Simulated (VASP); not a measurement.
# Nb (P6_3/mmc) in VASP: single point with PBE

Aim: the single point of Nb with PBE.

All numbers are computed with VASP 6.6.1; they aren't measurements. Logs are shortened: lines on timing, memory, paths and dates and some standing lists are left out, and cuts for length are marked.

### Step 1. The cell of the first run

Symmetry: P6_3/mmc, No. 194, hexagonal system. Conventional cell: a = 2.870 Å, b = 2.870 Å, c = 5.262 Å, α = 90.00°, β = 90.00°, γ = 120.00°. Nb (site symmetry -6m2) has 12 Nb at 2.87 to 3.11 Å within 3.8 Å.

This isn't the form of Nb at room conditions, which is bcc.

### Step 2. Single point, PBE

Input file INCAR:

```
SYSTEM = Nb
  ALGO = Normal
  EDIFF = 1E-6
  ENCUT = 500
  GGA = PE
  GGA_COMPAT = .False.
  ISIF = 2
  ISMEAR = 0
  LASPH = .True.
  LCHARG = .True.
  LELF = .True.
  LREAL = .False.
  LVHAR = .True.
  LWAVE = .False.
  NBANDS = 20
  NELM = 120
  PREC = Accurate
  SIGMA = 0.05
```

Input file KPOINTS:

```
k-points
0
Gamma
  8 8 4
  0 0 0
```

Input file POSCAR:

```
Nb
1.0
    2.8695867300      0.0000000000      0.0000000000
   -1.4347933650      2.4851350066      0.0000000000
    0.0000000000      0.0000000000      5.2619109277
Nb
2
Direct
    0.3333333333      0.6666666667      0.7500000000
    0.6666666667      0.3333333333      0.2500000000
```

Potentials or basis: VASP PAW PBE potentials, release 64 (Nb_sv).

On the command line:

```bash
cat potpaw_PBE.64/Nb_sv/POTCAR > POTCAR
mpirun -np 1 vasp_std > vasp.out
```

OUTCAR:

```text
SYSTEM = Nb
   EDIFF = 1E-6
   ENCUT = 500
   GGA = PE
   ISIF = 2
   ISMEAR = 0
   LASPH = .True.
   LREAL = .False.
   NELM = 120
   PREC = Accurate

 ion  position               nearest neighbor table
   1  0.333  0.667  0.750-
   2  0.667  0.333  0.250-

  LATTYP: Found a hexagonal cell.
 ALAT       =     2.8695867300
 C/A-ratio  =     1.8336824856

  Lattice vectors:

 A1 = (   2.8695867300,   0.0000000000,   0.0000000000)
 A2 = (  -1.4347933650,   2.4851350066,   0.0000000000)
 A3 = (   0.0000000000,   0.0000000000,   5.2619109277)

Analysis of symmetry for initial positions (statically):
=====================================================================
 Subroutine PRICEL returns:
 Original cell was already a primitive cell.

 Routine SETGRP: Setting up the symmetry group for a
 hexagonal supercell.

 Subroutine GETGRP returns: Found 24 space group operations
 (whereof 12 operations were pure point group operations)
 out of a pool of 24 trial point group operations.

The static configuration has the point symmetry D_3d.
 The point group associated with its full space group is D_6h.

Analysis of symmetry for dynamics (positions and initial velocities):
=====================================================================
 Subroutine PRICEL returns:
 Original cell was already a primitive cell.

 Routine SETGRP: Setting up the symmetry group for a
 hexagonal supercell.

 Subroutine GETGRP returns: Found 24 space group operations
 (whereof 12 operations were pure point group operations)
 out of a pool of 24 trial point group operations.

The dynamic configuration has the point symmetry D_3d.
 The point group associated with its full space group is D_6h.

 Subroutine INISYM returns: Found 24 space group operations
 (whereof 12 operations are pure point group operations),
 and found     1 'primitive' translations

----------------------------------------------------------------------------------------

                                     Primitive cell

  volume of cell :      37.5243

  direct lattice vectors                    reciprocal lattice vectors
     2.869586730  0.000000000  0.000000000     0.348482236  0.201196313  0.000000000
    -1.434793365  2.485135007  0.000000000     0.000000000  0.402392625  0.000000000
     0.000000000  0.000000000  5.261910928     0.000000000  0.000000000  0.190045026

  length of vectors
     2.869586730  2.869586730  5.261910928     0.402392625  0.402392625  0.190045026

  position of ions in fractional coordinates (direct lattice)
     0.333333333  0.666666667  0.750000000
     0.666666667  0.333333333  0.250000000

  ion indices of the primitive-cell ions
   primitive index   ion index
                 1           1
                 2           2

----------------------------------------------------------------------------------------

 KPOINTS: k-points

Automatic generation of k-mesh.
 Grid dimensions read from file:
 generate k-points for:    8    8    4

 Generating k-lattice:

  Cartesian coordinates                     Fractional coordinates (reciprocal lattice)
     0.043560279  0.025149539  0.000000000     0.125000000  0.000000000  0.000000000
     0.000000000  0.050299078  0.000000000     0.000000000  0.125000000  0.000000000
     0.000000000  0.000000000  0.047511257     0.000000000  0.000000000  0.250000000

  Length of vectors
     0.050299078  0.050299078  0.047511257

  Shift w.r.t. Gamma in fractional coordinates (k-lattice)
     0.000000000  0.000000000  0.000000000

 Subroutine IBZKPT returns following result:
 ===========================================

 Found     30 irreducible k-points:

 Following reciprocal coordinates:
            Coordinates               Weight
  0.000000  0.000000  0.000000      1.000000
  0.125000 -0.000000  0.000000      6.000000
  0.250000 -0.000000  0.000000      6.000000
  0.375000  0.000000  0.000000      6.000000
  0.500000 -0.000000  0.000000      3.000000
  0.125000  0.125000  0.000000      6.000000
[... 16 lines left out ...]
  0.250000 -0.000000  0.500000      6.000000
  0.375000  0.000000  0.500000      6.000000
 [... further k-points ...]
   k-points           NKPTS =     30   k-points in BZ     NKDIM =     30   number of bands    NBANDS=     20
   number of dos      NEDOS =    301   number of ions     NIONS =      2
   total plane-waves  NPLWV =  23040
   dimension x,y,z NGX =    24 NGY =   24 NGZ =   40
   dimension x,y,z NGXF=    48 NGYF=   48 NGZF=   80
   ions per type =               2
   NGX,Y,Z   is equivalent  to a cutoff of  13.90, 13.90, 12.64 a.u.
   NGXF,Y,Z  is equivalent  to a cutoff of  27.81, 27.81, 25.28 a.u.
 SYSTEM =  Nb
   PREC   = accura    normal or accurate (medium, high low for compatibility)
   ISTART =      0    job   : 0-new  1-cont  2-samecut
   ICHARG =      2    charge: 1-file 2-atom 10-const
   ISPIN  =      1    spin polarized calculation?
   LNONCOLLINEAR =      F non collinear calculations
   LSORBIT =      F    spin-orbit coupling
   LASPH  =      T    aspherical Exc in radial PAW
   ENCUT  =  500.0 eV  36.75 Ry    6.06 a.u.   5.23  5.23  9.59*2*pi/ulx,y,z
   NELM   =    120;   NELMIN=  2; NELMDL= -5     # of ELM steps
   EDIFF  = 0.1E-05   stopping-criterion for ELM
   LREAL  =      F    real-space projection
   EDIFFG = 0.1E-04   stopping-criterion for IOM
   NSW    =      0    number of steps for IOM
   IBRION =     -1    ionic relax: 0-MD 1-quasi-New 2-CG
   NFREE  =      0    steps in history (QN), initial steepest desc. (CG)
   ISIF   =      2    stress and relaxation
   ISYM   =      2    0-nonsym 1-usesym 2-fastsym
   POTIM  = 0.5000    time-step for ionic-motion
   TEBEG  =    0.0;   TEEND  =   0.0 temperature during run
   PSTRESS=    0.0 pullay stress
   NELECT =      26.0000    total number of electrons
   NUPDOWN=      -1.0000    fix difference up-down
   EMIN   =  10.00;   EMAX   =-10.00  energy-range for DOS
   EFERMI =   0.00;   METHOD = LEGACY
   ISMEAR =     0;   SIGMA  =   0.05  broadening in eV -4-tet -1-fermi 0-gaus
   EFERMI_NEDOS =   21; number of points for ismear=-14 and -15
   IALGO  =     38    algorithm
   IMIX   =      4    mixing-type and parameters
     AMIX     =   0.40;   BMIX     =  1.00
     AMIX_MAG =   1.60;   BMIX_MAG =  1.00
  volume/ion in A,a.u.               =      18.76       126.61
  Fermi-wavevector in a.u.,A,eV,Ry     =   1.448644  2.737540 28.552770  2.098569
  Thomas-Fermi vector in A             =   2.566461
   LORBIT       =      0    0 simple, 1 ext, 2 COOP (PROOUT), +10 PAW based schemes
   GGA     = PE    functional components
   LHFCALC =     F    Hartree Fock is set to
   AEXX    =    0.0000 exact exchange contribution
   IVDW    =     0    specifies the selected vdW correction
   LEPSILON=     F    determine dielectric tensor
   LRPA    =     F    only Hartree local field effects (RPA)
 non-spin polarized calculation
 Gauss-broadening in eV      SIGMA  =   0.05
  energy-cutoff  :      500.00
  volume of cell :       37.52
 maximum number of plane-waves:       968
 NGX is ok and might be reduce to    24
   NGX = 11   NGY = 11   NGZ = 19

 number of electron      26.0000001 magnetization

 Free energy of the ion-electron system (eV)
  ---------------------------------------------------
  ext. energy  EPLUGINS =         0.00000000
  ---------------------------------------------------
  free energy    TOTEN  =       -19.83161811 eV

  energy without entropy =      -19.82544053  energy(sigma->0) =      -19.82852932

 E-fermi :  10.8633     XC(G=0): -12.2756

 val. band max:       10.8457084138   @ k =   0.2500   0.1250   0.0000
 cond. band min:      10.8656059253   @ k =   0.3750   0.1250   0.2500
 fundamental gap:      0.0198975115
 Fermi energy:        10.8632816923

 k-point     1 :       0.0000    0.0000    0.0000
  band No.  band energies     occupation
      1     -43.8023      2.00000
      2     -43.6839      2.00000
      3     -20.2599      2.00000
      4     -19.3663      2.00000
      5     -19.1377      2.00000
      6     -19.1377      2.00000
[... 12 lines left out ...]
     19      15.1951      0.00000
     20      15.1951      0.00000

 k-point     2 :       0.1250   -0.0000    0.0000
  band No.  band energies     occupation
      1     -43.7695      2.00000
      2     -43.6589      2.00000
      3     -20.2013      2.00000
      4     -19.3678      2.00000
      5     -19.3346      2.00000
      6     -19.2565      2.00000
[... 12 lines left out ...]
     19      15.3205      0.00000
     20      16.3821      0.00000

 k-point     3 :       0.2500   -0.0000    0.0000
  band No.  band energies     occupation
      1     -43.6881      2.00000
      2     -43.5996      2.00000
      3     -20.0475      2.00000
      4     -19.7990      2.00000
      5     -19.7099      2.00000
      6     -19.3827      2.00000
[... 12 lines left out ...]
     19      15.4108      0.00000
     20      18.3770      0.00000

 k-point     4 :       0.3750    0.0000    0.0000
  band No.  band energies     occupation
      1     -43.6013      2.00000
      2     -43.5435      2.00000
      3     -20.2468      2.00000
      4     -20.1366      2.00000
      5     -19.8602      2.00000
      6     -19.4290      2.00000
[... 12 lines left out ...]
     19      15.5031      0.00000
     20      19.2492      0.00000

 k-point     5 :       0.5000   -0.0000    0.0000
  band No.  band energies     occupation
      1     -43.5615      2.00000
      2     -43.5234      2.00000
      3     -20.4273      2.00000
      4     -20.3072      2.00000
      5     -19.7555      2.00000
      6     -19.4747      2.00000
[... 12 lines left out ...]
     19      17.1536      0.00000
     20      17.9465      0.00000
[... 353 lines left out ...]
      6     -19.0984      2.00000
[... 12 lines left out ...]
     19      14.5980      0.00000
     20      14.5980      0.00000

 k-point    22 :       0.1250   -0.0000    0.5000
  band No.  band energies     occupation
      1     -43.7146      2.00000
      2     -43.7146      2.00000
      3     -19.8101      2.00000
      4     -19.8101      2.00000
      5     -19.2798      2.00000
      6     -19.2798      2.00000
[... 12 lines left out ...]
     19      14.5136      0.00000
     20      14.5136      0.00000

 k-point    23 :       0.2500   -0.0000    0.5000
  band No.  band energies     occupation
      1     -43.6441      2.00000
      2     -43.6441      2.00000
      3     -19.8945      2.00000
      4     -19.8945      2.00000
      5     -19.5782      2.00000
      6     -19.5782      2.00000
[... 12 lines left out ...]
     19      14.5152      0.00000
     20      14.5152      0.00000

 k-point    24 :       0.3750    0.0000    0.5000
  band No.  band energies     occupation
      1     -43.5724      2.00000
      2     -43.5724      2.00000
      3     -20.2535      2.00000
      4     -20.2535      2.00000
      5     -19.5799      2.00000
      6     -19.5799      2.00000
[... 12 lines left out ...]
     19      15.5464      0.00000
     20      15.5464      0.00000

 [... further k-points ...]

------------------------ aborting loop because EDIFF is reached ----------------------------------------

  FORCE on cell =-STRESS in cart. coord.  units (eV):
  Direction    XX          YY          ZZ          XY          YZ          ZX
  --------------------------------------------------------------------------------------
  -------------------------------------------------------------------------------------
  Total       -0.0596001     -0.0596001     -0.1414003      0.0000000     -0.0000000      0.0000000
  in kB       -2.5447490     -2.5447490     -6.0373739      0.0000000     -0.0000000      0.0000000
  external PRESSURE =      -3.7089573 kB  Pullay stress =       0.0000000 kB

 VOLUME and BASIS-vectors are now :
 -----------------------------------------------------------------------------
  energy-cutoff  :      500.00
  volume of cell :       37.52
      direct lattice vectors                 reciprocal lattice vectors
     2.869586730  0.000000000  0.000000000     0.348482236  0.201196313  0.000000000
    -1.434793365  2.485135007  0.000000000     0.000000000  0.402392625  0.000000000
     0.000000000  0.000000000  5.261910928     0.000000000  0.000000000  0.190045026

 POSITION                                       TOTAL-FORCE (eV/Angst)
 -----------------------------------------------------------------------------------
     -0.00000      1.65676      3.94643         0.000000      0.000000      0.000000
      1.43479      0.82838      1.31548        -0.000000      0.000000      0.000000
 -----------------------------------------------------------------------------------
    total drift:                               -0.000000      0.000000     -0.000000

  FREE ENERGIE OF THE ION-ELECTRON SYSTEM (eV)
  ---------------------------------------------------
  free  energy   TOTEN  =       -19.8316181115 eV

  energy  without entropy=      -19.8254405322  energy(sigma->0) =      -19.82852932
```

Wall time 30 s (1 thread of Intel Xeon 8259CL, shared host); peak memory 0.16 GiB.

What came out:

```yaml
Free_energy: -19.8316 eV
Pressure: -0.4 GPa
Band_gap_on_the_k_mesh: zero (bands 13 and 14 overlap by 2.65 eV)
```

Stress tensor (GPa, compression positive):
```
-0.25  0.00  0.00
 0.00 -0.25  0.00
 0.00  0.00 -0.60
```
